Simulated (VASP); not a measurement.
**Al4N5: single point with PBE**

Al4N5, a slab with vacuum:

```xyz
9
Lattice="3.1298 0.0000 0.0000 0.0000 5.0173 0.0000 0.0000 0.0000 19.0620" Properties=species:S:1:pos:R:3 pbc="T T T"
Al    0.0000    5.0086    4.0000
Al    1.5649    2.5000    4.9035
Al    1.5649    4.9748    6.8185
Al    0.0000    2.3202    7.3734
N     0.0000    3.0943    4.0000
N     1.5649    0.5857    4.9035
N     1.5649    3.0825    6.7939
N     0.0000    0.5581    7.5620
N     0.0000    3.0667    9.2913
```

```yaml
Program: VASP 6.6.1
Task: single point
Functional: PBE
Potentials_or_basis: VASP PAW PBE potentials, release 64 (Al, N)
Cutoff: 520 eV
k_mesh: 9 × 6 × 1
Occupations: gaussian, width 0.05 eV
Spin: collinear spin
Starting_moments: "[0.0, 0.0, 0.0, 0.0, 0.0, 0.0, 0.0, 0.0, 3.0] μB"
```

```json
{"Largest force": "2.815 eV/Å", "Band gap on the k mesh": "0.26 eV (least direct gap 0.30 eV)", "Net moment": "3.00 μB per cell", "Site moments": "Al +0.00, -0.01 (each value once); N +0.04, +0.01, +0.10, +0.17, +1.69 μB", "Valence electrons inside the program's atomic spheres": "Al 0.75, 0.79, 0.81, 0.86; N 3.72, 3.80, 3.86, 3.81, 3.35"}
```

Forces in eV/Å, atoms in the order of the input:
```
Al   0.000 -1.610  2.309
Al   0.000  0.838 -1.595
Al   0.000 -0.391  0.325
Al   0.000  0.755  1.446
N    0.000  0.749  0.637
N    0.000  0.134 -1.185
N    0.000 -0.039 -1.226
N    0.000 -0.387 -0.719
N    0.000 -0.048  0.009
```

Levels at points of the mesh, in eV from the valence-band top:
Spin up:
| k point | band 17 | band 18 | band 19 | band 20 | band 21 | band 22 | band 23 | band 24 |
| --- | --- | --- | --- | --- | --- | --- | --- | --- |
| (0.00, 0.00, 0.00) | -0.83 | -0.64 | -0.17 | -0.15 | 1.55 | 4.68 | 5.14 | 5.73 |
| (0.00, 0.50, 0.00) | -0.98 | -0.52 | -0.41 | -0.41 | 1.79 | 5.24 | 5.52 | 5.98 |
Spin down:
| k point | band 14 | band 15 | band 16 | band 17 | band 18 | band 19 | band 20 | band 21 |
| --- | --- | --- | --- | --- | --- | --- | --- | --- |
| (0.00, 0.00, 0.00) | -0.69 | -0.59 | -0.19 | -0.12 | 0.26 | 1.47 | 1.72 | 2.67 |
| (0.00, 0.50, 0.00) | -0.85 | -0.85 | -0.50 | -0.36 | 0.42 | 1.54 | 1.96 | 2.67 |

Run time: 7.6 min on 1 thread of Intel(R) Xeon(R) 6975P-C (Granite Rapids), with other jobs on the host, peak memory 0.62 GiB.
